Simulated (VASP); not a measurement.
Set up this calculation in VASP 6.6.1, as the native input.

```
Task                   : single point
Functional             : PBEsol
Potentials or basis    : VASP PAW PBE potentials, release 64 (Ta_pv)
Cutoff                 : 520 eV
k mesh                 : 18 × 18 × 18
Occupations            : fermi-dirac, width 0.1 eV
Spin                   : no spin polarisation
Dipole correction      : no
Further INCAR settings : ALGO = Normal; EDIFF = 1e-06; NBANDS = 12
```

The structure of Ta lies in POSCAR:

```
Ta
1.0
   -1.6153978696      1.6153978696      1.6153978696
    1.6153978696     -1.6153978696      1.6153978696
    1.6153978696      1.6153978696     -1.6153978696
Ta
1
Direct
    0.0000000000      0.0000000000      0.0000000000
```

The input as run:

INCAR

```
SYSTEM = Ta
PREC = Accurate ; ENCUT = 520
EDIFF = 1E-6 ; ISMEAR = -1
SIGMA = 0.1 ; LREAL = .FALSE.
LASPH = .TRUE. ; NELM = 80
ALGO = Normal ; ISIF = 2
LWAVE = .FALSE. ; LCHARG = .TRUE.
GGA = PS ; LELF = .TRUE.
LVHAR = .TRUE. ; NBANDS = 12
```

KPOINTS

```
Automatic mesh
0
G
  18 18 18
  0 0 0
```

Potentials or basis: VASP PAW PBE potentials, release 64 (Ta_pv).

Run with:

```console
$ cat potpaw_PBE.64/Ta_pv/POTCAR > POTCAR
$ mpirun -np 1 vasp_std > vasp.out
```

It gave:

```yaml
Pressure: 10.9 GPa
```

Caveat: the PAW data sets were made with another functional, which shifts forces and pressure a little.

Wall time 37 s on 1 thread of Intel Xeon 8259CL, with other jobs on the host, peak memory 0.17 GiB.
